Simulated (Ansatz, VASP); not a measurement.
## Mo in VASP and in Ansatz

```xyz
1
Lattice="-1.5711 1.5711 1.5711 1.5711 -1.5711 1.5711 1.5711 1.5711 -1.5711" Properties=species:S:1:pos:R:3 pbc="T T T"
Mo    0.0000    0.0000    0.0000
```

Alike in both runs: task single point; functional LDA; k mesh 18 × 18 × 18; occupations gaussian, width 0.1 eV; no spin polarisation.

|  | VASP | Ansatz |
| --- | --- | --- |
| version | VASP 6.6.1 | Ansatz 0.2.0 |
| potentials or method | VASP PAW LDA potentials, release 64 (Mo_sv), cutoff 500 eV | scalar-relativistic, plane waves, PAW |
| valence electrons in the cell | 14 | 14 |

|  | VASP | Ansatz | Ansatz less VASP |
| --- | --- | --- | --- |
| gap on the k mesh at the Fermi level (eV) | none | none | - |
| pressure (GPa) | -7.1 | -8.2 | -1.12 |

LDA's correlation is that of Perdew and Zunger in VASP and of Perdew and Wang (1992) in Ansatz. A gap of «none» marks a metal or a gap that the smearing closes.
